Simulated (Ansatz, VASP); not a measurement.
# Al3GaN4 in VASP and in Ansatz

INCAR

```
SYSTEM = Al3GaN4
  PREC = Accurate
  ENCUT = 520
  EDIFF = 1E-7
  ISMEAR = 0
  SIGMA = 0.05
  LREAL = Auto
  LASPH = .TRUE.
  NELM = 80
  ALGO = Normal
  ISIF = 2
  LWAVE = .FALSE.
  LCHARG = .FALSE.
  GGA = PS
  NBANDS = 56
```

The input KPOINTS:

```
Automatic mesh
0
G
  5 5 3
  0 0 0
```

File POSCAR:

```
Al3GaN4
1.0
    0.0000000000     -4.4069948432      0.0000000000
    0.0000000000      0.0000000000     -4.4069948432
    8.8139896863     -1.3220984530      0.0000000000
Al Ga N
6 2 8
Direct
    0.4816400000      1.0000000000      0.0612000000
    0.3316400000      1.0000000000      0.5612000000
   -0.0183600000      0.5000000000      0.0612000000
   -0.1683600000      0.5000000000      0.5612000000
    0.4066400000      0.5000000000      0.3112000000
    0.2566400000      0.5000000000      0.8112000000
   -0.0933600000      1.0000000000      0.3112000000
   -0.2433600000      1.0000000000      0.8112000000
    0.2002261248      0.7447077176      0.1835538588
    0.0502261248      0.7447077176      0.6835538588
    0.6896415600      0.2552922824      0.1835538588
    0.5396415600      0.2552922824      0.6835538588
   -0.0263615600      0.2552922824      0.9388461412
    0.1236384400      0.2552922824      0.4388461412
    0.4630538752      0.7447077176      0.9388461412
    0.6130538752      0.7447077176      0.4388461412
```

Input for Ansatz:

```yaml
crystal:
  lattice:
    - [0.0, -4.4069948432, 0.0]
    - [0.0, 0.0, -4.4069948432]
    - [8.8139896863, -1.322098453, 0.0]
  atoms:
    - { symbol: Al, position: [0.48164, 1.0, 0.0612] }
    - { symbol: Al, position: [0.33164, 1.0, 0.5612] }
    - { symbol: Al, position: [-0.01836, 0.5, 0.0612] }
    - { symbol: Al, position: [-0.16836, 0.5, 0.5612] }
    - { symbol: Al, position: [0.40664, 0.5, 0.3112] }
    - { symbol: Al, position: [0.25664, 0.5, 0.8112] }
    - { symbol: Ga, position: [-0.09336, 1.0, 0.3112] }
    - { symbol: Ga, position: [-0.24336, 1.0, 0.8112] }
    - { symbol: "N", position: [0.2002261248, 0.7447077176, 0.1835538588] }
    - { symbol: "N", position: [0.0502261248, 0.7447077176, 0.6835538588] }
    - { symbol: "N", position: [0.68964156, 0.2552922824, 0.1835538588] }
    - { symbol: "N", position: [0.53964156, 0.2552922824, 0.6835538588] }
    - { symbol: "N", position: [-0.02636156, 0.2552922824, 0.9388461412] }
    - { symbol: "N", position: [0.12363844, 0.2552922824, 0.4388461412] }
    - { symbol: "N", position: [0.4630538752, 0.7447077176, 0.9388461412] }
    - { symbol: "N", position: [0.6130538752, 0.7447077176, 0.4388461412] }
basis:
  ecutwfc: 420
kpoints:
  mp_grid: { grid: [5, 5, 3] }
hamiltonian:
  xc: pbesol
scf:
  occupations: { method: gaussian, width: 0.05 }
output:
  forces: true
  stress: true
  eigenvalues: true
```

Alike in both runs: task single point; functional PBEsol; k mesh 5 × 5 × 3; occupations gaussian, width 0.05 eV; no spin polarisation.

```csv
,VASP,Ansatz
version,VASP 6.6.1,Ansatz 0.2.0
potentials or method,"VASP PAW PBE potentials, release 64 (Al, Ga_d, N), cutoff 520 eV","scalar-relativistic, plane waves, PAW"
valence electrons in the cell,84,84
```

Ansatz gave:

* gap on the k mesh at the Fermi level (eV): 0.87
* least direct gap on the mesh (eV): 0.87
* pressure (GPa): 12.4
* traceless stress, the component that is largest in VASP (GPa): 20.45
* rms of the force components (eV/Å): 2.891

What did VASP give for the same quantities?

gap on the k mesh at the Fermi level (eV): 0.86; least direct gap on the mesh (eV): 0.86; pressure (GPa): 12.5; traceless stress, the component that is largest in VASP (GPa): 20.61; rms of the force components (eV/Å): 2.940.

VASP's potentials were made for PBE, not for PBEsol. Atom by atom the forces differ by 0.053 eV/Å (rms over components).
